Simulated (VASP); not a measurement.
# BaMg2Re2 (P4/nmm) in VASP: notebook

The runs below take BaMg2Re2 through single point, with PBE, revPBE.

All numbers are computed with VASP 6.6.1; they aren't measurements. Logs are shortened: lines on timing, memory, paths and dates and some standing lists are left out, and cuts for length are marked.

## Step 1: The cell of the first run

The structure is tetragonal, space group P4/nmm (No. 129). Conventional cell: a = 4.553 Å, b = 4.553 Å, c = 11.028 Å, α = 90.00°, β = 90.00°, γ = 90.00°. Within 3.4 Å of Re (site symmetry 4mm) lie 5 Mg at 2.60 to 2.71 Å. Within 3.6 Å of Re (site symmetry -4m2) lie 4 Mg at 2.70 Å and 4 Re at 3.22 Å and 4 Ba at 3.55 Å. Mg (site symmetry -4m2) has 4 Re at 2.71 Å and 4 Mg at 3.22 Å within 3.6 Å. Mg (site symmetry 4mm) has 5 Re at 2.60 to 2.70 Å within 3.4 Å. Within 4.6 Å of Ba (site symmetry 4mm) lie 9 Mg at 3.46 to 4.17 Å and 9 Re at 3.48 to 4.26 Å and 4 Ba at 4.55 Å.

## Step 2: Single point, PBE

INCAR reads:

```
SYSTEM = BaMg2Re2
PREC = Accurate ; ENCUT = 520
EDIFF = 1E-6 ; ISMEAR = -1
SIGMA = 0.1 ; LREAL = .False.
LASPH = .True. ; NELM = 60
ALGO = Normal ; ISIF = 2
LWAVE = .False. ; LCHARG = .True.
GGA = PE ; LELF = .True.
LVHAR = .True. ; NBANDS = 39
```

KPOINTS reads:

```
regular mesh
0
Gamma
  4 4 2
  0 0 0
```

POSCAR reads:

```
BaMg2Re2
1.0
    4.5531280000      0.0000000000      0.0000000000
    0.0000000000      4.5531280000      0.0000000000
    0.0000000000      0.0000000000     11.0276760000
Re Mg Ba
4 4 2
Direct
    0.0000000000      0.5000000000      0.8670000000
    0.5000000000      0.0000000000      0.1330000000
    0.0000000000      0.0000000000      0.5000000000
    0.5000000000      0.5000000000      0.5000000000
    0.0000000000      0.0000000000      0.0000000000
    0.5000000000      0.5000000000      0.0000000000
    0.0000000000      0.5000000000      0.6310000000
    0.5000000000      0.0000000000      0.3690000000
    0.0000000000      0.5000000000      0.2530000000
    0.5000000000      0.0000000000      0.7470000000
```

Potentials or basis: VASP PAW PBE potentials, release 64 (Re, Mg, Ba_sv).

Run with:

```
$ cat potpaw_PBE.64/Re/POTCAR potpaw_PBE.64/Mg/POTCAR potpaw_PBE.64/Ba_sv/POTCAR > POTCAR
$ mpirun -np 1 vasp_std > vasp.out
```

OUTCAR:

```text
SYSTEM = BaMg2Re2
   PREC = Accurate
   ENCUT = 520
   EDIFF = 1E-6
   ISMEAR = -1
   LREAL = .False.
   LASPH = .True.
   NELM = 60
   ISIF = 2
   GGA = PE

 ion  position               nearest neighbor table
   1  0.000  0.500  0.867-   7 2.60   6 2.71   5 2.71   5 2.71   6 2.71  10 3.48  10 3.48  10 3.48
                            10 3.48
   2  0.500  0.000  0.133-   8 2.60   6 2.71   5 2.71   6 2.71   5 2.71   9 3.48   9 3.48   9 3.48
                             9 3.48
   3  0.000  0.000  0.500-   7 2.70   8 2.70   7 2.70   8 2.70   4 3.22   4 3.22   4 3.22   4 3.22
                             9 3.55  10 3.55  10 3.55   9 3.55
   4  0.500  0.500  0.500-   7 2.70   8 2.70   8 2.70   7 2.70   3 3.22   3 3.22   3 3.22   3 3.22
                             9 3.55  10 3.55   9 3.55  10 3.55
   5  0.000  0.000  0.000-   1 2.71   2 2.71   1 2.71   2 2.71   6 3.22   6 3.22   6 3.22   6 3.22
                             9 3.60  10 3.60  10 3.60   9 3.60
   6  0.500  0.500  0.000-   1 2.71   2 2.71   2 2.71   1 2.71   5 3.22   5 3.22   5 3.22   5 3.22
                             9 3.60  10 3.60   9 3.60  10 3.60
   7  0.000  0.500  0.631-   1 2.60   3 2.70   4 2.70   3 2.70   4 2.70  10 3.46  10 3.46  10 3.46
                            10 3.46   9 4.17
   8  0.500  0.000  0.369-   2 2.60   3 2.70   4 2.70   4 2.70   3 2.70   9 3.46   9 3.46   9 3.46
                             9 3.46  10 4.17
   9  0.000  0.500  0.253-   8 3.46   8 3.46   8 3.46   8 3.46   2 3.48   2 3.48   2 3.48   2 3.48
                             4 3.55   3 3.55   3 3.55   4 3.55   6 3.60   6 3.60   5 3.60   5 3.60
  10  0.500  0.000  0.747-   7 3.46   7 3.46   7 3.46   7 3.46   1 3.48   1 3.48   1 3.48   1 3.48
                             3 3.55   4 3.55   3 3.55   4 3.55   5 3.60   6 3.60   5 3.60   6 3.60

  LATTYP: Found a simple tetragonal cell.
 ALAT       =     4.5531280000
 C/A-ratio  =     2.4219999965

  Lattice vectors:

 A1 = (   4.5531280000,   0.0000000000,   0.0000000000)
 A2 = (   0.0000000000,   4.5531280000,   0.0000000000)
 A3 = (   0.0000000000,   0.0000000000,  11.0276760000)

Analysis of symmetry for initial positions (statically):
=====================================================================
 Subroutine PRICEL returns:
 Original cell was already a primitive cell.

 Routine SETGRP: Setting up the symmetry group for a
 simple tetragonal supercell.

 Subroutine GETGRP returns: Found 16 space group operations
 (whereof  8 operations were pure point group operations)
 out of a pool of 16 trial point group operations.

The static configuration has the point symmetry D_2d.
 The point group associated with its full space group is D_4h.

Analysis of symmetry for dynamics (positions and initial velocities):
=====================================================================
 Subroutine PRICEL returns:
 Original cell was already a primitive cell.

 Routine SETGRP: Setting up the symmetry group for a
 simple tetragonal supercell.

 Subroutine GETGRP returns: Found 16 space group operations
 (whereof  8 operations were pure point group operations)
 out of a pool of 16 trial point group operations.

The dynamic configuration has the point symmetry D_2d.
 The point group associated with its full space group is D_4h.

 Subroutine INISYM returns: Found 16 space group operations
 (whereof  8 operations are pure point group operations),
 and found     1 'primitive' translations

----------------------------------------------------------------------------------------

                                     Primitive cell

  volume of cell :     228.6145

  direct lattice vectors                    reciprocal lattice vectors
     4.553128000  0.000000000  0.000000000     0.219629231  0.000000000  0.000000000
     0.000000000  4.553128000  0.000000000     0.000000000  0.219629231  0.000000000
     0.000000000  0.000000000 11.027676000     0.000000000  0.000000000  0.090680938

  length of vectors
     4.553128000  4.553128000 11.027676000     0.219629231  0.219629231  0.090680938

  position of ions in fractional coordinates (direct lattice)
     0.000000000  0.500000000  0.867000000
     0.500000000  0.000000000  0.133000000
     0.000000000  0.000000000  0.500000000
     0.500000000  0.500000000  0.500000000
     0.000000000  0.000000000  0.000000000
     0.500000000  0.500000000  0.000000000
     0.000000000  0.500000000  0.631000000
     0.500000000  0.000000000  0.369000000
     0.000000000  0.500000000  0.253000000
     0.500000000  0.000000000  0.747000000

[... 26 lines left out ...]
     0.000000000  0.000000000  0.045340469     0.000000000  0.000000000  0.500000000

  Length of vectors
     0.054907308  0.054907308  0.045340469

  Shift w.r.t. Gamma in fractional coordinates (k-lattice)
     0.000000000  0.000000000  0.000000000

 Subroutine IBZKPT returns following result:
 ===========================================

 Found     12 irreducible k-points:

 Following reciprocal coordinates:
            Coordinates               Weight
  0.000000  0.000000  0.000000      1.000000
  0.250000  0.000000  0.000000      4.000000
  0.500000  0.000000  0.000000      2.000000
  0.250000  0.250000  0.000000      4.000000
  0.500000  0.250000  0.000000      4.000000
  0.500000  0.500000  0.000000      1.000000
  0.000000  0.000000  0.500000      1.000000
  0.250000  0.000000  0.500000      4.000000
  0.500000  0.000000  0.500000      2.000000
  0.250000  0.250000  0.500000      4.000000
  0.500000  0.250000  0.500000      4.000000
  0.500000  0.500000  0.500000      1.000000
   k-points           NKPTS =     12   k-points in BZ     NKDIM =     12   number of bands    NBANDS=     39
   number of dos      NEDOS =    301   number of ions     NIONS =     10
   total plane-waves  NPLWV = 108864
   dimension x,y,z NGX =    36 NGY =   36 NGZ =   84
   dimension x,y,z NGXF=    72 NGYF=   72 NGZF=  168
   ions per type =               4   4   2
   NGX,Y,Z   is equivalent  to a cutoff of  13.14, 13.14, 12.66 a.u.
   NGXF,Y,Z  is equivalent  to a cutoff of  26.29, 26.29, 25.33 a.u.
 SYSTEM =  BaMg2Re2
   PREC   = accura    normal or accurate (medium, high low for compatibility)
   ISTART =      0    job   : 0-new  1-cont  2-samecut
   ICHARG =      2    charge: 1-file 2-atom 10-const
   ISPIN  =      1    spin polarized calculation?
   LNONCOLLINEAR =      F non collinear calculations
   LSORBIT =      F    spin-orbit coupling
   LASPH  =      T    aspherical Exc in radial PAW
   ENCUT  =  520.0 eV  38.22 Ry    6.18 a.u.   8.47  8.47 20.50*2*pi/ulx,y,z
   NELM   =     60;   NELMIN=  2; NELMDL= -5     # of ELM steps
   EDIFF  = 0.1E-05   stopping-criterion for ELM
   LREAL  =      F    real-space projection
   EDIFFG = 0.1E-04   stopping-criterion for IOM
   NSW    =      0    number of steps for IOM
   IBRION =     -1    ionic relax: 0-MD 1-quasi-New 2-CG
   NFREE  =      0    steps in history (QN), initial steepest desc. (CG)
   ISIF   =      2    stress and relaxation
   ISYM   =      2    0-nonsym 1-usesym 2-fastsym
   POTIM  = 0.5000    time-step for ionic-motion
   TEBEG  =    0.0;   TEEND  =   0.0 temperature during run
   PSTRESS=    0.0 pullay stress
   NELECT =      56.0000    total number of electrons
   NUPDOWN=      -1.0000    fix difference up-down
   EMIN   =  10.00;   EMAX   =-10.00  energy-range for DOS
   EFERMI =   0.00;   METHOD = LEGACY
   ISMEAR =    -1;   SIGMA  =   0.10  broadening in eV -4-tet -1-fermi 0-gaus
   EFERMI_NEDOS =   21; number of points for ismear=-14 and -15
   IALGO  =     38    algorithm
   IMIX   =      4    mixing-type and parameters
     AMIX     =   0.40;   BMIX     =  1.00
     AMIX_MAG =   1.60;   BMIX_MAG =  1.00
  volume/ion in A,a.u.               =      22.86       154.28
  Fermi-wavevector in a.u.,A,eV,Ry     =   1.024321  1.935687 14.275701  1.049234
  Thomas-Fermi vector in A             =   2.158102
   LORBIT       =      0    0 simple, 1 ext, 2 COOP (PROOUT), +10 PAW based schemes
   GGA     = PE    functional components
   LHFCALC =     F    Hartree Fock is set to
   AEXX    =    0.0000 exact exchange contribution
   IVDW    =     0    specifies the selected vdW correction
   LEPSILON=     F    determine dielectric tensor
   LRPA    =     F    only Hartree local field effects (RPA)
 non-spin polarized calculation
  energy-cutoff  :      520.00
  volume of cell :      228.61
 maximum number of plane-waves:      6170
 NGX is ok and might be reduce to    36
   NGX = 17   NGY = 17   NGZ = 41

 number of electron      55.9999993 magnetization

 Free energy of the ion-electron system (eV)
  ---------------------------------------------------
  ext. energy  EPLUGINS =         0.00000000
  ---------------------------------------------------
  free energy    TOTEN  =       -47.00388134 eV

  energy without entropy =      -46.39709157  energy(sigma->0) =      -46.70048645

 E-fermi :   3.2704     XC(G=0): -10.1534

 val. band max:        3.2703482820   @ k =   0.2500   0.2500   0.0000
 cond. band min:       3.2847160709   @ k =   0.0000   0.0000   0.0000
 fundamental gap:      0.0143677889
 Fermi energy:         3.2703553928

 k-point     1 :       0.0000    0.0000    0.0000
  band No.  band energies     occupation
      1     -23.4842      2.00000
      2     -23.4826      2.00000
      3      -8.9693      2.00000
      4      -8.8817      2.00000
      5      -8.7531      2.00000
      6      -8.7531      2.00000
[... 493 lines left out ...]
     38       4.7335      0.00000
     39       4.8732      0.00000

------------------------ aborting loop because EDIFF is reached ----------------------------------------

  FORCE on cell =-STRESS in cart. coord.  units (eV):
  Direction    XX          YY          ZZ          XY          YZ          ZX
  --------------------------------------------------------------------------------------
  -------------------------------------------------------------------------------------
  Total       -1.9111607     -1.9111607     12.5407487      0.0000000      0.0000000      0.0000000
  in kB      -13.3938080    -13.3938080     87.8881516      0.0000000      0.0000000      0.0000000
  external PRESSURE =      20.3668452 kB  Pullay stress =       0.0000000 kB

 VOLUME and BASIS-vectors are now :
 -----------------------------------------------------------------------------
  energy-cutoff  :      520.00
  volume of cell :      228.61
      direct lattice vectors                 reciprocal lattice vectors
     4.553128000  0.000000000  0.000000000     0.219629231  0.000000000  0.000000000
     0.000000000  4.553128000  0.000000000     0.000000000  0.219629231  0.000000000
     0.000000000  0.000000000 11.027676000     0.000000000  0.000000000  0.090680938

 POSITION                                       TOTAL-FORCE (eV/Angst)
 -----------------------------------------------------------------------------------
      0.00000      2.27656      9.56100         0.000000     -0.000000      0.388380
      2.27656      0.00000      1.46668        -0.000000      0.000000     -0.388380
      0.00000      0.00000      5.51384        -0.000000      0.000000     -0.000000
      2.27656      2.27656      5.51384        -0.000000     -0.000000     -0.000000
      0.00000      0.00000      0.00000        -0.000000      0.000000     -0.000000
      2.27656      2.27656      0.00000        -0.000000     -0.000000     -0.000000
      0.00000      2.27656      6.95846        -0.000000     -0.000000     -0.030635
      2.27656      0.00000      4.06921        -0.000000     -0.000000      0.030635
      0.00000      2.27656      2.79000         0.000000     -0.000000     -0.215571
      2.27656      0.00000      8.23767        -0.000000     -0.000000      0.215571
 -----------------------------------------------------------------------------------
    total drift:                                0.000000     -0.000000      0.000000

  FREE ENERGIE OF THE ION-ELECTRON SYSTEM (eV)
  ---------------------------------------------------
  free  energy   TOTEN  =       -47.0038813368 eV

  energy  without entropy=      -46.3970915655  energy(sigma->0) =      -46.70048645
```

Run time: 3 min. Hardware: 1 thread of Intel Xeon Platinum 8488C (Sapphire Rapids), shared host; peak memory 0.36 GiB.

What came out:

- Free energy: -47.0039 eV
- Pressure: 2.0 GPa
- Largest force: 0.388 eV/Å
- Band gap on the k mesh: zero (band 28 reaches 3.57 eV, above the bottom of band 29 at 3.15 eV)

Forces on the atoms (eV/Å):
```
Re   0.000  0.000  0.388
Re   0.000  0.000 -0.388
Re   0.000  0.000  0.000
Re   0.000  0.000  0.000
Mg   0.000  0.000  0.000
Mg   0.000  0.000  0.000
Mg   0.000  0.000 -0.031
Mg   0.000  0.000  0.031
Ba   0.000  0.000 -0.216
Ba   0.000  0.000  0.216
```

Caveat: spin-orbit coupling is left out, which moves the levels of the heavy elements.

## Step 3: Single point, revPBE

INCAR reads:

```
PREC = Accurate
ENCUT = 520
EDIFF = 1E-7
ISMEAR = -1
SIGMA = 0.1
LREAL = F
LASPH = T
NELM = 60
ALGO = Normal
ISIF = 2
LWAVE = F
LCHARG = T
GGA = RE
LELF = T
LVHAR = T
NBANDS = 39
```

KPOINTS reads:

```
regular mesh
0
Gamma
  4 4 2
```

POSCAR is that of step 2.

Potentials or basis: VASP PAW PBE potentials, release 64 (Re, Mg, Ba_sv).

Run with:

```
$ cat potpaw_PBE.64/Re/POTCAR potpaw_PBE.64/Mg/POTCAR potpaw_PBE.64/Ba_sv/POTCAR > POTCAR
$ mpirun -np 1 vasp_std > vasp.out
```

It took 3.3 min on 1 thread of Intel Xeon Platinum 8488C (Sapphire Rapids), shared host; peak memory 0.37 GiB.

It converged, with:

```yaml
Free_energy: -43.9420 eV
Pressure: 3.5 GPa
Largest_force: 0.377 eV/Å
Band_gap_on_the_k_mesh: zero (band 28 reaches 3.65 eV, above the bottom of band 29 at 3.23 eV)
```

Forces in eV/Å, atoms in the order of the input:
```
Re   0.000  0.000  0.377
Re   0.000  0.000 -0.377
Re   0.000  0.000  0.000
Re   0.000  0.000  0.000
Mg   0.000  0.000  0.000
Mg   0.000  0.000  0.000
Mg   0.000  0.000 -0.011
Mg   0.000  0.000  0.011
Ba   0.000  0.000 -0.229
Ba   0.000  0.000  0.229
```

Stress tensor (GPa, compression positive):
```
 0.16  0.00  0.00
 0.00  0.16  0.00
 0.00  0.00 10.32
```

Levels at points of the mesh, in eV from the Fermi level:
| k point | band 23 | band 24 | band 25 | band 26 | band 27 | band 28 | band 29 | band 30 | band 31 | band 32 |
| --- | --- | --- | --- | --- | --- | --- | --- | --- | --- | --- |
| (0.00, 0.00, 0.00) | -0.54 | -0.35 | -0.15 | 0.01 | 0.01 | 0.30 | 0.30 | 0.47 | 0.57 | 1.21 |
| (0.50, 0.00, 0.00) | -0.80 | -0.80 | -0.49 | -0.49 | -0.22 | -0.22 | -0.08 | -0.08 | 0.04 | 0.04 |
| (0.50, 0.50, 0.00) | -0.36 | -0.36 | -0.06 | -0.06 | 0.01 | 0.01 | 0.15 | 0.15 | 0.55 | 0.55 |
| (0.00, 0.00, 0.50) | -0.53 | -0.44 | -0.30 | -0.13 | -0.11 | -0.11 | 0.42 | 0.42 | 1.21 | 1.54 |
| (0.50, 0.00, 0.50) | -0.53 | -0.53 | -0.48 | -0.48 | -0.41 | -0.41 | -0.12 | -0.12 | -0.07 | -0.07 |
| (0.50, 0.50, 0.50) | -0.26 | -0.26 | 0.05 | 0.05 | 0.08 | 0.08 | 0.15 | 0.15 | 0.57 | 0.57 |

Caveat: the PAW data sets were made with another functional, which shifts forces and pressure a little; spin-orbit coupling is left out, which moves the levels of the heavy elements.
